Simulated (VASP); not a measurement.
# Si (Ia-3) in VASP: single point with PBE

Aim: the single point of Si with PBE.

Everything below comes from runs of VASP 6.6.1. Logs are shortened: lines on timing, memory, paths and dates and some standing lists are left out, and cuts for length are marked.

**1. The cell of the first run**

It takes space group Ia-3 (No. 206, cubic). The conventional cell has a = 6.659 Å, b = 6.659 Å, c = 6.659 Å, α = 90.00°, β = 90.00°, γ = 90.00°. Within 3.1 Å of Si (site symmetry 3) lie 4 Si at 2.34 to 2.40 Å.

**2. Single point, PBE**

INCAR reads:

```
ALGO = Normal
EDIFF = 1E-6
ENCUT = 520
GGA = PE
ISIF = 2
ISMEAR = 0
LASPH = True
LCHARG = False
LREAL = False
LWAVE = False
NBANDS = 26
NELM = 60
PREC = Accurate
SIGMA = 0.15
```

KPOINTS reads:

```
k-points
0
Gamma
  10 10 10
```

POSCAR reads:

```
Si
1.0
   -3.3295414838      3.3295414838      3.3295414838
    3.3295414838     -3.3295414838      3.3295414838
    3.3295414838      3.3295414838     -3.3295414838
Si
8
Direct
    0.2028545115      0.2028545115      0.2028545115
    0.5000000000      0.0000000000      0.2971454885
    0.2971454885      0.5000000000      0.0000000000
    0.0000000000      0.2971454885      0.5000000000
    0.7971454885      0.7971454885      0.7971454885
    0.5000000000      0.0000000000      0.7028545115
    0.7028545115      0.5000000000      0.0000000000
    0.0000000000      0.7028545115      0.5000000000
```

Potentials or basis: VASP PAW PBE potentials, release 64 (Si).

Started as:

```sh
> cat potpaw_PBE.64/Si/POTCAR > POTCAR
> mpirun -np 1 vasp_std > vasp.out
```

OUTCAR:

```text
EDIFF = 1E-6
   ENCUT = 520
   GGA = PE
   ISIF = 2
   ISMEAR = 0
   LASPH = True
   LREAL = False
   NELM = 60
   PREC = Accurate

 ion  position               nearest neighbor table
   1  0.203  0.203  0.203-   5 2.34   4 2.40   2 2.40   3 2.40
   2  0.500  0.000  0.297-   6 2.34   4 2.40   1 2.40   3 2.40
   3  0.297  0.500  0.000-   7 2.34   4 2.40   1 2.40   2 2.40
   4  0.000  0.297  0.500-   8 2.34   3 2.40   1 2.40   2 2.40
   5  0.797  0.797  0.797-   1 2.34   6 2.40   8 2.40   7 2.40
   6  0.500  0.000  0.703-   2 2.34   5 2.40   8 2.40   7 2.40
   7  0.703  0.500  0.000-   3 2.34   8 2.40   5 2.40   6 2.40
   8  0.000  0.703  0.500-   4 2.34   5 2.40   6 2.40   7 2.40

  LATTYP: Found a body centered cubic cell.
 ALAT       =     6.6590829676

  Lattice vectors:

 A1 = (  -3.3295414838,   3.3295414838,   3.3295414838)
 A2 = (   3.3295414838,  -3.3295414838,   3.3295414838)
 A3 = (   3.3295414838,   3.3295414838,  -3.3295414838)

Analysis of symmetry for initial positions (statically):
=====================================================================
 Subroutine PRICEL returns:
 Original cell was already a primitive cell.

 Routine SETGRP: Setting up the symmetry group for a
 body centered cubic supercell.

 Subroutine GETGRP returns: Found 24 space group operations
 (whereof  6 operations were pure point group operations)
 out of a pool of 48 trial point group operations.

The static configuration has the point symmetry S_6 .
 The point group associated with its full space group is T_h .

Analysis of symmetry for dynamics (positions and initial velocities):
=====================================================================
 Subroutine PRICEL returns:
 Original cell was already a primitive cell.

 Routine SETGRP: Setting up the symmetry group for a
 body centered cubic supercell.

 Subroutine GETGRP returns: Found 24 space group operations
 (whereof  6 operations were pure point group operations)
 out of a pool of 48 trial point group operations.

The dynamic configuration has the point symmetry S_6 .
 The point group associated with its full space group is T_h .

 Subroutine INISYM returns: Found 24 space group operations
 (whereof  6 operations are pure point group operations),
 and found     1 'primitive' translations

----------------------------------------------------------------------------------------

                                     Primitive cell

  volume of cell :     147.6431

  direct lattice vectors                    reciprocal lattice vectors
    -3.329541484  3.329541484  3.329541484     0.000000000  0.150170828  0.150170828
     3.329541484 -3.329541484  3.329541484     0.150170828  0.000000000  0.150170828
     3.329541484  3.329541484 -3.329541484     0.150170828  0.150170828  0.000000000

  length of vectors
     5.766935016  5.766935016  5.766935016     0.212373621  0.212373621  0.212373621

  position of ions in fractional coordinates (direct lattice)
     0.202854512  0.202854512  0.202854512
     0.500000000  0.000000000  0.297145488
     0.297145488  0.500000000  0.000000000
     0.000000000  0.297145488  0.500000000
     0.797145488  0.797145488  0.797145488
     0.500000000  0.000000000  0.702854512
     0.702854512  0.500000000  0.000000000
     0.000000000  0.702854512  0.500000000

  ion indices of the primitive-cell ions
   primitive index   ion index
                 1           1
                 2           2
                 3           3
                 4           4
                 5           5
                 6           6
                 7           7
                 8           8

----------------------------------------------------------------------------------------

 KPOINTS: k-points

Automatic generation of k-mesh.
 Grid dimensions read from file:
 generate k-points for:   10   10   10

 Generating k-lattice:

  Cartesian coordinates                     Fractional coordinates (reciprocal lattice)
     0.000000000  0.015017083  0.015017083     0.100000000  0.000000000  0.000000000
     0.015017083  0.000000000  0.015017083     0.000000000  0.100000000  0.000000000
     0.015017083  0.015017083  0.000000000     0.000000000  0.000000000  0.100000000

  Length of vectors
     0.021237362  0.021237362  0.021237362

  Shift w.r.t. Gamma in fractional coordinates (k-lattice)
     0.000000000  0.000000000  0.000000000

 Subroutine IBZKPT returns following result:
 ===========================================

 Found     61 irreducible k-points:

 Following reciprocal coordinates:
            Coordinates               Weight
  0.000000  0.000000  0.000000      1.000000
  0.100000  0.000000  0.000000     12.000000
  0.200000  0.000000  0.000000     12.000000
  0.300000  0.000000  0.000000     12.000000
  0.400000  0.000000  0.000000     12.000000
  0.500000  0.000000  0.000000      6.000000
[... 16 lines left out ...]
 -0.100000  0.100000  0.100000      6.000000
  0.200000  0.200000  0.100000     24.000000
 [... further k-points ...]
   k-points           NKPTS =     61   k-points in BZ     NKDIM =     61   number of bands    NBANDS=     26
   number of dos      NEDOS =    301   number of ions     NIONS =      8
   total plane-waves  NPLWV = 110592
   dimension x,y,z NGX =    48 NGY =   48 NGZ =   48
   dimension x,y,z NGXF=    96 NGYF=   96 NGZF=   96
   ions per type =               8
   NGX,Y,Z   is equivalent  to a cutoff of  13.84, 13.84, 13.84 a.u.
   NGXF,Y,Z  is equivalent  to a cutoff of  27.67, 27.67, 27.67 a.u.
 SYSTEM =  unknown system
   PREC   = accura    normal or accurate (medium, high low for compatibility)
   ISTART =      0    job   : 0-new  1-cont  2-samecut
   ICHARG =      2    charge: 1-file 2-atom 10-const
   ISPIN  =      1    spin polarized calculation?
   LNONCOLLINEAR =      F non collinear calculations
   LSORBIT =      F    spin-orbit coupling
   LASPH  =      T    aspherical Exc in radial PAW
   ENCUT  =  520.0 eV  38.22 Ry    6.18 a.u.  10.72 10.72 10.72*2*pi/ulx,y,z
   NELM   =     60;   NELMIN=  2; NELMDL= -5     # of ELM steps
   EDIFF  = 0.1E-05   stopping-criterion for ELM
   LREAL  =      F    real-space projection
   EDIFFG = 0.1E-04   stopping-criterion for IOM
   NSW    =      0    number of steps for IOM
   IBRION =     -1    ionic relax: 0-MD 1-quasi-New 2-CG
   NFREE  =      0    steps in history (QN), initial steepest desc. (CG)
   ISIF   =      2    stress and relaxation
   ISYM   =      2    0-nonsym 1-usesym 2-fastsym
   POTIM  = 0.5000    time-step for ionic-motion
   TEBEG  =    0.0;   TEEND  =   0.0 temperature during run
   PSTRESS=    0.0 pullay stress
   NELECT =      32.0000    total number of electrons
   NUPDOWN=      -1.0000    fix difference up-down
   EMIN   =  10.00;   EMAX   =-10.00  energy-range for DOS
   EFERMI =   0.00;   METHOD = LEGACY
   ISMEAR =     0;   SIGMA  =   0.15  broadening in eV -4-tet -1-fermi 0-gaus
   EFERMI_NEDOS =   21; number of points for ismear=-14 and -15
   IALGO  =     38    algorithm
   IMIX   =      4    mixing-type and parameters
     AMIX     =   0.40;   BMIX     =  1.00
     AMIX_MAG =   1.60;   BMIX_MAG =  1.00
  volume/ion in A,a.u.               =      18.46       124.54
  Fermi-wavevector in a.u.,A,eV,Ry     =   0.983378  1.858315 13.157268  0.967032
  Thomas-Fermi vector in A             =   2.114531
   LORBIT       =      0    0 simple, 1 ext, 2 COOP (PROOUT), +10 PAW based schemes
   GGA     = PE    functional components
   LHFCALC =     F    Hartree Fock is set to
   AEXX    =    0.0000 exact exchange contribution
   IVDW    =     0    specifies the selected vdW correction
   LEPSILON=     F    determine dielectric tensor
   LRPA    =     F    only Hartree local field effects (RPA)
 non-spin polarized calculation
 Gauss-broadening in eV      SIGMA  =   0.15
  energy-cutoff  :      520.00
  volume of cell :      147.64
 maximum number of plane-waves:      4028
 NGX is ok and might be reduce to    48
   NGX = 21   NGY = 21   NGZ = 21

 number of electron      32.0000000 magnetization

 Free energy of the ion-electron system (eV)
  ---------------------------------------------------
  ext. energy  EPLUGINS =         0.00000000
  ---------------------------------------------------
  free energy    TOTEN  =       -42.13760347 eV

  energy without entropy =      -42.12979738  energy(sigma->0) =      -42.13370043

 E-fermi :   7.0056     XC(G=0):  -9.9258

 val. band max:        6.9894109422   @ k =  -0.4000   0.4000   0.4000
 cond. band min:       7.0063412465   @ k =   0.5000   0.5000   0.4000
 fundamental gap:      0.0169303042
 Fermi energy:         7.0055823200

 k-point     1 :       0.0000    0.0000    0.0000
  band No.  band energies     occupation
      1      -5.6171      2.00000
      2      -1.3120      2.00000
      3      -0.9573      2.00000
      4      -0.9573      2.00000
      5      -0.9573      2.00000
      6       0.5886      2.00000
[... 18 lines left out ...]
     25      12.3576      0.00000
     26      12.8490      0.00000

 k-point     2 :       0.1000    0.0000    0.0000
  band No.  band energies     occupation
      1      -5.5563      2.00000
      2      -1.5361      2.00000
      3      -1.2189      2.00000
      4      -1.1121      2.00000
      5      -0.8072      2.00000
      6       0.4914      2.00000
[... 18 lines left out ...]
     25      12.3753      0.00000
     26      12.5323      0.00000

 k-point     3 :       0.2000    0.0000    0.0000
  band No.  band energies     occupation
      1      -5.3744      2.00000
      2      -2.0885      2.00000
      3      -1.5793      2.00000
      4      -1.4039      2.00000
      5      -0.6184      2.00000
      6       0.2741      2.00000
[... 18 lines left out ...]
     25      11.9923      0.00000
     26      12.2256      0.00000

 k-point     4 :       0.3000    0.0000    0.0000
  band No.  band energies     occupation
      1      -5.0733      2.00000
      2      -2.8053      2.00000
      3      -1.7970      2.00000
      4      -1.6670      2.00000
      5      -0.4864      2.00000
      6       0.0431      2.00000
[... 18 lines left out ...]
     25      11.5867      0.00000
     26      11.9474      0.00000

 k-point     5 :       0.4000    0.0000    0.0000
  band No.  band energies     occupation
      1      -4.6564      2.00000
      2      -3.5052      2.00000
      3      -1.9139      2.00000
      4      -1.8481      2.00000
      5      -0.3910      2.00000
      6      -0.1491      2.00000
[... 18 lines left out ...]
     25      11.6926      0.00000
     26      11.7341      0.00000

 k-point     6 :       0.5000    0.0000    0.0000
  band No.  band energies     occupation
      1      -4.1299      2.00000
      2      -4.1299      2.00000
      3      -1.9316      2.00000
      4      -1.9316      2.00000
      5      -0.2896      2.00000
      6      -0.2896      2.00000
[... 427 lines left out ...]
 k-point    21 :       0.3000    0.1000    0.1000
  band No.  band energies     occupation
      1      -4.5374      2.00000
      2      -3.3915      2.00000
      3      -2.3718      2.00000
      4      -2.3345      2.00000
      5       0.1611      2.00000
      6       0.4426      2.00000
[... 18 lines left out ...]
     25      11.4330      0.00000
     26      11.9076      0.00000

 k-point    22 :       0.4000    0.1000    0.1000
  band No.  band energies     occupation
      1      -4.0128      2.00000
      2      -4.0128      2.00000
      3      -2.4041      2.00000
      4      -2.4041      2.00000
      5       0.3070      2.00000
      6       0.3070      2.00000
[... 18 lines left out ...]
     25      11.6499      0.00000
     26      11.6499      0.00000

 k-point    23 :      -0.1000    0.1000    0.1000
  band No.  band energies     occupation
      1      -5.4956      2.00000
      2      -1.7016      2.00000
      3      -1.4637      2.00000
      4      -0.9625      2.00000
      5      -0.9313      2.00000
      6       0.3776      2.00000
[... 18 lines left out ...]
     25      12.2777      0.00000
     26      12.5439      0.00000

 k-point    24 :       0.2000    0.2000    0.1000
  band No.  band energies     occupation
      1      -4.5960      2.00000
      2      -2.9253      2.00000
      3      -2.8803      2.00000
      4      -2.3812      2.00000
      5       0.3460      2.00000
      6       0.8023      2.00000
[... 18 lines left out ...]
     25      11.6866      0.00000
     26      12.0378      0.00000

 [... further k-points ...]
[... 5 lines left out ...]
  --------------------------------------------------------------------------------------
  -------------------------------------------------------------------------------------
  Total       -0.0774688     -0.0774688     -0.0774688      0.0000000      0.0000000      0.0000000
  in kB       -0.8406672     -0.8406672     -0.8406672      0.0000000      0.0000000      0.0000000
  external PRESSURE =      -0.8406672 kB  Pullay stress =       0.0000000 kB

 VOLUME and BASIS-vectors are now :
 -----------------------------------------------------------------------------
  energy-cutoff  :      520.00
  volume of cell :      147.64
      direct lattice vectors                 reciprocal lattice vectors
    -3.329541484  3.329541484  3.329541484     0.000000000  0.150170828  0.150170828
     3.329541484 -3.329541484  3.329541484     0.150170828  0.000000000  0.150170828
     3.329541484  3.329541484 -3.329541484     0.150170828  0.150170828  0.000000000

 POSITION                                       TOTAL-FORCE (eV/Angst)
 -----------------------------------------------------------------------------------
      0.67541      0.67541      0.67541         0.001087      0.001087      0.001087
     -0.67541      2.65413      0.67541        -0.001087     -0.001087      0.001087
      0.67541     -0.67541      2.65413         0.001087     -0.001087     -0.001087
      2.65413      0.67541     -0.67541        -0.001087      0.001087     -0.001087
      2.65413      2.65413      2.65413        -0.001087     -0.001087     -0.001087
      0.67541      4.00495     -0.67541         0.001087      0.001087     -0.001087
     -0.67541      0.67541      4.00495        -0.001087      0.001087      0.001087
      4.00495     -0.67541      0.67541         0.001087     -0.001087      0.001087
 -----------------------------------------------------------------------------------
    total drift:                               -0.000000     -0.000000     -0.000000

  FREE ENERGIE OF THE ION-ELECTRON SYSTEM (eV)
  ---------------------------------------------------
  free  energy   TOTEN  =       -42.1376034748 eV

  energy  without entropy=      -42.1297973785  energy(sigma->0) =      -42.13370043
```

Run time: 3.1 min. Hardware: 1 thread of Intel Xeon Platinum 8375C at 2.90GHz (Ice Lake), shared host; peak memory 0.39 GiB.

What came out:

```yaml
Free_energy: -42.1376 eV
Pressure: -0.1 GPa
Band_gap_on_the_k_mesh: zero (band 16 reaches 7.16 eV, above the bottom of band 17 at 7.04 eV)
```
